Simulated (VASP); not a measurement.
Runs of VASP 6.6.1 on TiB5. The structure is that of space group P6/mmm (No. 191), or close to it. The cells are those of the table. 

| task | spin | cell | k mesh | cutoff (eV) | gap on the mesh (eV) | pressure (GPa) | relaxed volume (Å³/atom) |
| --- | --- | --- | --- | --- | --- | --- | --- |
| relaxation of cell and atoms | off | relaxed from a = 4.165, b = 4.165, c = 2.887 Å, angles 90.0, 90.0, 120.0°, 6 atoms | 12 × 12 × 14 | 600 | none | -0.1 | (a) |
| relaxation of cell and atoms | off | relaxed from a = 4.377, b = 4.377, c = 3.522 Å, angles 90.0, 90.0, 120.0°, 6 atoms | 6 × 6 × 6 | 600 | none | 0.0 | 7.22 |
| single point | off | a = 4.165, b = 4.165, c = 2.887 Å, angles 90.0, 90.0, 120.0°, 6 atoms | 6 × 6 × 6 | 520 | none | -0.2 | - |
| single point | off | a = 4.377, b = 4.377, c = 3.522 Å, angles 90.0, 90.0, 120.0°, 6 atoms | 6 × 6 × 6 | 520 | none | -40.7 | - |
| single point | collinear, ferromagnetic start | a = 4.165, b = 4.165, c = 2.887 Å, angles 90.0, 90.0, 120.0°, 6 atoms | 6 × 6 × 6 | 520 | none | -0.1 | - |

Alike in all rows: level PBE; potentials or basis VASP PAW PBE potentials, release 64 (Ti_sv, B); smearing gaussian 0.1 eV.

Estimate the missing entries.

(a) 7.23.

Caveats: some runs use coarse meshes; the volume moved by over 15 % at a fixed basis, so the end points are rough (some runs).

A gap of «none» marks levels without a gap at the run's occupations.
